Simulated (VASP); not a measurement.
The system is NiGe3.

```
Ge Ni
1.0
     3.82456    0.00000    0.00000
     0.00000    3.82456    0.00000
     0.00000    0.00000    3.82456
Ge Ni
3 1
Direct
  0.00000 0.50000 0.50000
  0.50000 0.00000 0.50000
  0.50000 0.50000 0.00000
  0.00000 0.00000 0.00000
```

| Item | Value |
| --- | --- |
| Program | VASP 6.6.1 |
| Task | relaxation of cell and atoms |
| Functional | PBE |
| Potentials or basis | VASP PAW PBE potentials, release 64 (Ge_d, Ni) |
| Cutoff | 600 eV |
| k mesh | 6 × 6 × 6 |
| Occupations | gaussian, width 0.1 eV |
| Spin | no spin polarisation |

At the start: pressure 19.9 GPa; volume 13.99 Å³/atom.

Task: Where does the relaxation end?

Result: Over 3 steps the energy falls by 134.5 meV/atom and the volume is 16.48 Å³/atom (+17.9 %); space group Pm-3m (No. 221, to 0.05 Å).

Step by step:
```tsv
step	energy change (eV)	largest force (eV/Å)	pressure (GPa)	volume (Å³)
1	0.0000	0.0000	19.86	55.94
2	-0.4451	0.0000	-5.39	71.19
3	-0.5381	0.0000	0.14	65.93
```

Final structure:
```xyz
4
Lattice="4.0399 0.0000 0.0000 0.0000 4.0399 0.0000 0.0000 0.0000 4.0399" Properties=species:S:1:pos:R:3 pbc="T T T"
Ge    0.0000    2.0199    2.0199
Ge    2.0199    0.0000    2.0199
Ge    2.0199    2.0199    0.0000
Ni    0.0000    0.0000    0.0000
```

Caveat: the volume moved by over 15 % at a fixed basis, so the end points are rough.
